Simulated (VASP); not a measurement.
# NaI (Fm-3m) in VASP: notebook

The runs below take NaI through single point, with r2SCAN.

All numbers are computed with VASP 6.6.1; they aren't measurements. Logs are shortened: lines on timing, memory, paths and dates and some standing lists are left out, and cuts for length are marked.

## (1) The cell of the first run

The structure is cubic, space group Fm-3m (No. 225). Conventional cell: a = 6.531 Å, b = 6.531 Å, c = 6.531 Å, α = 90.00°, β = 90.00°, γ = 90.00°. Na (site symmetry m-3m) has 6 I at 3.27 Å within 4.3 Å. I (site symmetry m-3m) has 6 Na at 3.27 Å within 4.3 Å.

## (2) Single point, r2SCAN (34.82 Å³/atom)

POSCAR

```
NaI
1.0
    0.0000000000      3.2654066535      3.2654066535
    3.2654066535      0.0000000000      3.2654066535
    3.2654066535      3.2654066535      0.0000000000
Na I
1 1
Direct
    0.0000000000      0.0000000000      0.0000000000
    0.5000000000      0.5000000000      0.5000000000
```

INCAR.step1

```
PREC = Accurate
ENCUT = 520
ISMEAR = 0
SIGMA = 0.02
LREAL = False
LASPH = True
NELM = 80
NBANDS = 14
GGA = PE
ALGO = Normal
EDIFF = 1E-4
LWAVE = True
LCHARG = False
```

INCAR.step2

```
PREC = Accurate
ENCUT = 520
EDIFF = 1E-6
ISMEAR = 0
SIGMA = 0.02
LREAL = False
LASPH = True
NELM = 80
ALGO = Normal
ISIF = 2
LWAVE = False
LCHARG = False
METAGGA = R2SCAN
LMIXTAU = True
NBANDS = 14
ISTART = 1
```

KPOINTS

```
regular mesh
0
Gamma
  6 6 6
```

Potentials or basis: VASP PAW PBE potentials, release 64 (Na_pv, I).

Launch:

```sh
> cat potpaw_PBE.64/Na_pv/POTCAR potpaw_PBE.64/I/POTCAR > POTCAR
> cp INCAR.step1 INCAR
> mpirun -np 1 vasp_std > vasp.out
> cp INCAR.step2 INCAR
> mpirun -np 1 vasp_std > vasp.out
```

OUTCAR:

```text
PREC = Accurate
   ENCUT = 520
   EDIFF = 1E-6
   ISMEAR = 0
   LREAL = False
   LASPH = True
   NELM = 80
   ISIF = 2
   METAGGA = R2SCAN
   ISTART = 1

 ion  position               nearest neighbor table
   1  0.000  0.000  0.000-
   2  0.500  0.500  0.500-

  LATTYP: Found a face centered cubic cell.
 ALAT       =     6.5308133070

  Lattice vectors:

 A1 = (   0.0000000000,   3.2654066535,   3.2654066535)
 A2 = (   3.2654066535,   0.0000000000,   3.2654066535)
 A3 = (   3.2654066535,   3.2654066535,   0.0000000000)

Analysis of symmetry for initial positions (statically):
=====================================================================
 Subroutine PRICEL returns:
 Original cell was already a primitive cell.

 Routine SETGRP: Setting up the symmetry group for a
 face centered cubic supercell.

 Subroutine GETGRP returns: Found 48 space group operations
 (whereof 48 operations were pure point group operations)
 out of a pool of 48 trial point group operations.

The static configuration has the point symmetry O_h .

Analysis of symmetry for dynamics (positions and initial velocities):
=====================================================================
 Subroutine PRICEL returns:
 Original cell was already a primitive cell.

 Routine SETGRP: Setting up the symmetry group for a
 face centered cubic supercell.

 Subroutine GETGRP returns: Found 48 space group operations
 (whereof 48 operations were pure point group operations)
 out of a pool of 48 trial point group operations.

The dynamic configuration has the point symmetry O_h .

 Subroutine INISYM returns: Found 48 space group operations
 (whereof 48 operations are pure point group operations),
 and found     1 'primitive' translations

----------------------------------------------------------------------------------------

                                     Primitive cell

  volume of cell :      69.6373

  direct lattice vectors                    reciprocal lattice vectors
     0.000000000  3.265406653  3.265406653    -0.153120286  0.153120286  0.153120286
     3.265406653  0.000000000  3.265406653     0.153120286 -0.153120286  0.153120286
     3.265406653  3.265406653  0.000000000     0.153120286  0.153120286 -0.153120286

  length of vectors
     4.617982376  4.617982376  4.617982376     0.265212115  0.265212115  0.265212115

  position of ions in fractional coordinates (direct lattice)
     0.000000000  0.000000000  0.000000000
     0.500000000  0.500000000  0.500000000

  ion indices of the primitive-cell ions
   primitive index   ion index
                 1           1
                 2           2

----------------------------------------------------------------------------------------

 KPOINTS: regular mesh

Automatic generation of k-mesh.
 Grid dimensions read from file:
 generate k-points for:    6    6    6

 Generating k-lattice:

  Cartesian coordinates                     Fractional coordinates (reciprocal lattice)
    -0.025520048  0.025520048  0.025520048     0.166666667  0.000000000  0.000000000
     0.025520048 -0.025520048  0.025520048     0.000000000  0.166666667  0.000000000
     0.025520048  0.025520048 -0.025520048     0.000000000  0.000000000  0.166666667

  Length of vectors
     0.044202019  0.044202019  0.044202019

  Shift w.r.t. Gamma in fractional coordinates (k-lattice)
     0.000000000  0.000000000  0.000000000

 Subroutine IBZKPT returns following result:
 ===========================================

 Found     16 irreducible k-points:

 Following reciprocal coordinates:
            Coordinates               Weight
  0.000000  0.000000  0.000000      1.000000
  0.166667  0.000000  0.000000      8.000000
  0.333333  0.000000  0.000000      8.000000
  0.500000  0.000000  0.000000      4.000000
  0.166667  0.166667  0.000000      6.000000
  0.333333  0.166667  0.000000     24.000000
[... 8 lines left out ...]
 -0.333333  0.333333  0.166667     24.000000
 -0.333333  0.500000  0.166667     12.000000
   k-points           NKPTS =     16   k-points in BZ     NKDIM =     16   number of bands    NBANDS=     14
   number of dos      NEDOS =    301   number of ions     NIONS =      2
   total plane-waves  NPLWV =  46656
   dimension x,y,z NGX =    36 NGY =   36 NGZ =   36
   dimension x,y,z NGXF=    72 NGYF=   72 NGZF=   72
   ions per type =               1   1
   NGX,Y,Z   is equivalent  to a cutoff of  12.96, 12.96, 12.96 a.u.
   NGXF,Y,Z  is equivalent  to a cutoff of  25.92, 25.92, 25.92 a.u.
 SYSTEM =  unknown system
   PREC   = accura    normal or accurate (medium, high low for compatibility)
   ISTART =      1    job   : 0-new  1-cont  2-samecut
   ICHARG =      0    charge: 1-file 2-atom 10-const
   ISPIN  =      1    spin polarized calculation?
   LNONCOLLINEAR =      F non collinear calculations
   LSORBIT =      F    spin-orbit coupling
   LASPH  =      T    aspherical Exc in radial PAW
   ENCUT  =  520.0 eV  38.22 Ry    6.18 a.u.   8.59  8.59  8.59*2*pi/ulx,y,z
   NELM   =     80;   NELMIN=  2; NELMDL=  0     # of ELM steps
   EDIFF  = 0.1E-05   stopping-criterion for ELM
   LREAL  =      F    real-space projection
   EDIFFG = 0.1E-04   stopping-criterion for IOM
   NSW    =      0    number of steps for IOM
   IBRION =     -1    ionic relax: 0-MD 1-quasi-New 2-CG
   NFREE  =      0    steps in history (QN), initial steepest desc. (CG)
   ISIF   =      2    stress and relaxation
   ISYM   =      2    0-nonsym 1-usesym 2-fastsym
   POTIM  = 0.5000    time-step for ionic-motion
   TEBEG  =    0.0;   TEEND  =   0.0 temperature during run
   PSTRESS=    0.0 pullay stress
   NELECT =      14.0000    total number of electrons
   NUPDOWN=      -1.0000    fix difference up-down
   EMIN   =  10.00;   EMAX   =-10.00  energy-range for DOS
   EFERMI =   0.00;   METHOD = LEGACY
   ISMEAR =     0;   SIGMA  =   0.02  broadening in eV -4-tet -1-fermi 0-gaus
   EFERMI_NEDOS =   21; number of points for ismear=-14 and -15
   IALGO  =     38    algorithm
   IMIX   =      4    mixing-type and parameters
     AMIX     =   0.40;   BMIX     =  1.00
     AMIX_MAG =   1.60;   BMIX_MAG =  1.00
  volume/ion in A,a.u.               =      34.82       234.97
  Fermi-wavevector in a.u.,A,eV,Ry     =   0.959040  1.812324 12.514074  0.919758
  Thomas-Fermi vector in A             =   2.088201
   LORBIT       =      0    0 simple, 1 ext, 2 COOP (PROOUT), +10 PAW based schemes
   METAGGA = R2SCAN    functional components
   LHFCALC =     F    Hartree Fock is set to
   AEXX    =    0.0000 exact exchange contribution
   IVDW    =     0    specifies the selected vdW correction
   LEPSILON=     F    determine dielectric tensor
   LRPA    =     F    only Hartree local field effects (RPA)
 non-spin polarized calculation
 Gauss-broadening in eV      SIGMA  =   0.02
  energy-cutoff  :      520.00
  volume of cell :       69.64
 maximum number of plane-waves:      1895
 NGX is ok and might be reduce to    36
   NGX = 17   NGY = 17   NGZ = 17

 number of electron      13.9999993 magnetization

 Free energy of the ion-electron system (eV)
  ---------------------------------------------------
  ext. energy  EPLUGINS =         0.00000000
  ---------------------------------------------------
  free energy    TOTEN  =       -31.08090483 eV

  energy without entropy =      -31.08090483  energy(sigma->0) =      -31.08090483

 E-fermi :   0.4170     XC(G=0):  -7.9546

 val. band max:        0.2969498875   @ k =   0.0000   0.0000   0.0000
 cond. band min:       4.6553290362   @ k =   0.0000   0.0000   0.0000
 fundamental gap:      4.3583791487
 Fermi energy:         0.4169962661

 k-point     1 :       0.0000    0.0000    0.0000
  band No.  band energies     occupation
      1     -22.9841      2.00000
      2     -22.9838      2.00000
      3     -22.9838      2.00000
      4     -10.9796      2.00000
      5       0.2969      2.00000
      6       0.2969      2.00000
      7       0.2969      2.00000
      8       4.6553      0.00000
      9       8.7707      0.00000
     10       8.7707      0.00000
     11       8.7707      0.00000
     12      10.5806      0.00000
     13      10.5806      0.00000
     14      11.3805      0.00000

 k-point     2 :       0.1667    0.0000    0.0000
  band No.  band energies     occupation
      1     -22.9849      2.00000
      2     -22.9841      2.00000
      3     -22.9838      2.00000
      4     -10.9070      2.00000
      5      -0.3808      2.00000
      6       0.2224      2.00000
      7       0.2224      2.00000
      8       5.4230      0.00000
      9       8.2999      0.00000
     10       8.9769      0.00000
     11       8.9770      0.00000
     12      10.1287      0.00000
     13      10.1288      0.00000
     14      11.9133      0.00000

 k-point     3 :       0.3333    0.0000    0.0000
  band No.  band energies     occupation
      1     -22.9871      2.00000
      2     -22.9842      2.00000
      3     -22.9840      2.00000
      4     -10.7535      2.00000
      5      -1.3799      2.00000
      6       0.0824      2.00000
      7       0.0824      2.00000
      8       6.0128      0.00000
      9       8.5938      0.00000
     10       8.5940      0.00000
     11       8.9608      0.00000
     12      11.1828      0.00000
     13      11.1828      0.00000
     14      11.2243      0.00000
[... 188 lines left out ...]
 k-point    15 :      -0.3333    0.3333    0.1667
  band No.  band energies     occupation
      1     -22.9869      2.00000
      2     -22.9858      2.00000
      3     -22.9848      2.00000
      4     -10.6083      2.00000
      5      -1.3517      2.00000
      6      -0.8341      2.00000
      7      -0.3244      2.00000
      8       6.9951      0.00000
      9       7.5158      0.00000
     10       8.7339      0.00000
     11       9.4276      0.00000
     12      11.3979      0.00000
     13      12.8439      0.00000
     14      13.8191      0.00000

 k-point    16 :      -0.3333    0.5000    0.1667
  band No.  band energies     occupation
      1     -22.9867      2.00000
      2     -22.9857      2.00000
      3     -22.9853      2.00000
      4     -10.5883      2.00000
      5      -1.3210      2.00000
      6      -0.7711      2.00000
      7      -0.5467      2.00000
      8       6.3452      0.00000
      9       7.3139      0.00000
     10       9.4373      0.00000
     11       9.5962      0.00000
     12      12.7188      0.00000
     13      13.5090      0.00000
     14      13.5382      0.00000

------------------------ aborting loop because EDIFF is reached ----------------------------------------

  FORCE on cell =-STRESS in cart. coord.  units (eV):
  Direction    XX          YY          ZZ          XY          YZ          ZX
  --------------------------------------------------------------------------------------
  -------------------------------------------------------------------------------------
  Total       -0.2479262     -0.2479262     -0.2479262      0.0000000     -0.0000000      0.0000000
  in kB       -5.7041527     -5.7041527     -5.7041527      0.0000000     -0.0000000      0.0000000
  external PRESSURE =      -5.7041527 kB  Pullay stress =       0.0000000 kB

 VOLUME and BASIS-vectors are now :
 -----------------------------------------------------------------------------
  energy-cutoff  :      520.00
  volume of cell :       69.64
      direct lattice vectors                 reciprocal lattice vectors
     0.000000000  3.265406653  3.265406653    -0.153120286  0.153120286  0.153120286
     3.265406653  0.000000000  3.265406653     0.153120286 -0.153120286  0.153120286
     3.265406653  3.265406653  0.000000000     0.153120286  0.153120286 -0.153120286

 POSITION                                       TOTAL-FORCE (eV/Angst)
 -----------------------------------------------------------------------------------
      0.00000      0.00000      0.00000         0.000000      0.000000     -0.000000
      3.26541      3.26541      3.26541        -0.000000     -0.000000      0.000000
 -----------------------------------------------------------------------------------
    total drift:                                0.000000      0.000000      0.000000

  FREE ENERGIE OF THE ION-ELECTRON SYSTEM (eV)
  ---------------------------------------------------
  free  energy   TOTEN  =       -31.0809048294 eV

  energy  without entropy=      -31.0809048294  energy(sigma->0) =      -31.08090483
```

Wall time 1.7 min (1 thread of Intel Xeon 8259CL, shared host); peak memory 0.21 GiB.

Results:

| Quantity | Value |
| --- | --- |
| Free energy | -31.0809 eV |
| Pressure | -0.6 GPa |
| Band gap on the k mesh | 4.36 eV |

Caveat: the PAW data sets were made with another functional, which shifts forces and pressure a little; spin-orbit coupling is left out, which moves the levels of the heavy elements.

## (3) Single point, r2SCAN (35.83 Å³/atom)

This run uses another cell than the first one, of 35.83 Å³/atom.

POSCAR

```
NaI
1.0
    0.0000000000      3.2968067207      3.2968067207
    3.2968067207      0.0000000000      3.2968067207
    3.2968067207      3.2968067207      0.0000000000
Na I
1 1
Direct
    0.0000000000      0.0000000000      0.0000000000
    0.5000000000      0.5000000000      0.5000000000
```

INCAR.step1

```
PREC     = Accurate       # precision mode
ENCUT    = 520            # plane-wave cutoff, eV
ISMEAR   = 0              # smearing method
SIGMA    = 0.02           # smearing width, eV
LREAL    = False          # projectors in reciprocal space
LASPH    = True           # aspherical terms in the spheres
NELM     = 100            # most SCF steps
NBANDS   = 14             # bands
GGA      = PE             # functional
ALGO     = Normal         # electronic algorithm
EDIFF    = 1E-4           # SCF threshold, eV
LWAVE    = True           # write WAVECAR
LCHARG   = False          # write CHGCAR
```

INCAR.step2

```
PREC     = Accurate       # precision mode
ENCUT    = 520            # plane-wave cutoff, eV
EDIFF    = 1E-6           # SCF threshold, eV
ISMEAR   = 0              # smearing method
SIGMA    = 0.02           # smearing width, eV
LREAL    = False          # projectors in reciprocal space
LASPH    = True           # aspherical terms in the spheres
NELM     = 100            # most SCF steps
ALGO     = Normal         # electronic algorithm
ISIF     = 2              # what is computed and relaxed
LWAVE    = False          # write WAVECAR
LCHARG   = False          # write CHGCAR
METAGGA  = R2SCAN         # meta-GGA
LMIXTAU  = True         
NBANDS   = 14             # bands
ISTART   = 1
```

KPOINTS

```
Automatic mesh
0
Gamma
  6 6 6
```

Potentials or basis: VASP PAW PBE potentials, release 64 (Na_pv, I).

Launch:

```sh
> cat potpaw_PBE.64/Na_pv/POTCAR potpaw_PBE.64/I/POTCAR > POTCAR
> cp INCAR.step1 INCAR
> mpirun -np 1 vasp_std > vasp.out
> cp INCAR.step2 INCAR
> mpirun -np 1 vasp_std > vasp.out
```

Wall time 1.7 min (1 thread of Intel Xeon 8259CL, shared host); peak memory 0.21 GiB.

Results (log left out):

```yaml
Free_energy: -31.0711 eV
Pressure: -1.0 GPa
Band_gap_on_the_k_mesh: 4.28 eV
```

Levels at points of the mesh, in eV from the valence-band top:
```
           k point  band 3  band 4  band 5  band 6  band 7  band 8  band 9  band 10  band 11  band 12
(0.00, 0.00, 0.00)  -23.32  -11.21    0.00    0.00    0.00    4.28    8.47     8.47     8.47    10.24
(0.50, 0.00, 0.00)  -23.32  -10.93   -1.99   -0.26   -0.26    5.67    8.02     8.02     9.35    10.91
(0.50, 0.50, 0.00)  -23.32  -10.85   -1.76   -0.69   -0.69    5.19    6.11    10.35    11.94    11.94
```

Caveat: the PAW data sets were made with another functional, which shifts forces and pressure a little; spin-orbit coupling is left out, which moves the levels of the heavy elements. r2SCAN opens gaps a little over a GGA but as a rule still falls short of measured ones.

## (4) Single point, r2SCAN (37.18 Å³/atom)

This run uses another cell than the first one, of 37.18 Å³/atom.

POSCAR

```
NaI
1.0
    0.0000000000      3.3377650295      3.3377650295
    3.3377650295      0.0000000000      3.3377650295
    3.3377650295      3.3377650295      0.0000000000
Na I
1 1
Direct
    0.0000000000      0.0000000000      0.0000000000
    0.5000000000      0.5000000000      0.5000000000
```

INCAR.step1

```
PREC = Accurate
ENCUT = 520
ISMEAR = 0
SIGMA = 0.02
LREAL = False
LASPH = True
NELM = 80
NBANDS = 14
GGA = PE
ALGO = Normal
EDIFF = 1E-4
LWAVE = True
LCHARG = False
```

INCAR.step2

```
PREC = Accurate
ENCUT = 520
EDIFF = 1E-7
ISMEAR = 0
SIGMA = 0.02
LREAL = False
LASPH = True
NELM = 80
ALGO = Normal
ISIF = 2
LWAVE = False
LCHARG = False
METAGGA = R2SCAN
LMIXTAU = True
NBANDS = 14
ISTART = 1
```

KPOINTS

```
regular mesh
0
Gamma
  6 6 6
```

Launch:

```sh
> cat potpaw_PBE.64/Na_pv/POTCAR potpaw_PBE.64/I/POTCAR > POTCAR
> cp INCAR.step1 INCAR
> mpirun -np 1 vasp_std > vasp.out
> cp INCAR.step2 INCAR
> mpirun -np 1 vasp_std > vasp.out
```

Wall time 2 min (1 thread of Intel Xeon 8259CL, shared host); peak memory 0.22 GiB.

Results (log left out):

```yaml
Free_energy: -31.0509 eV
Pressure: -1.4 GPa
Band_gap_on_the_k_mesh: 4.18 eV
```

Levels at points of the mesh, in eV from the valence-band top:
| k point | band 3 | band 4 | band 5 | band 6 | band 7 | band 8 | band 9 | band 10 | band 11 | band 12 |
| --- | --- | --- | --- | --- | --- | --- | --- | --- | --- | --- |
| (0.00, 0.00, 0.00) | -23.37 | -11.12 | 0.00 | 0.00 | 0.00 | 4.18 | 8.46 | 8.46 | 8.46 | 10.18 |
| (0.50, 0.00, 0.00) | -23.37 | -10.87 | -1.87 | -0.24 | -0.24 | 5.64 | 7.98 | 7.98 | 9.08 | 10.81 |
| (0.50, 0.50, 0.00) | -23.37 | -10.81 | -1.65 | -0.64 | -0.64 | 5.15 | 6.16 | 10.11 | 11.71 | 11.71 |

Caveat: the PAW data sets were made with another functional, which shifts forces and pressure a little; spin-orbit coupling is left out, which moves the levels of the heavy elements. r2SCAN opens gaps a little over a GGA but as a rule still falls short of measured ones.

## (5) Overview

```csv
cell,gap on the mesh (eV),pressure (GPa)
"a = 4.618 Å, angles 60.0°, 2 atoms",4.36,-0.6
"a = 4.662 Å, angles 60.0°, 2 atoms",4.28,-1.0
"a = 4.720 Å, angles 60.0°, 2 atoms",4.18,-1.4
```

Alike in all rows: task single point; level r2SCAN; potentials or basis VASP PAW PBE potentials, release 64 (Na_pv, I); no spin polarisation; k mesh 6 × 6 × 6; cutoff (eV) 520; smearing gaussian 0.02 eV.

Caveats: the PAW data sets were made with another functional, which shifts forces and pressure a little; spin-orbit coupling is left out, which moves the levels of the heavy elements.

Absolute energies hang on the potentials; compare differences alone.
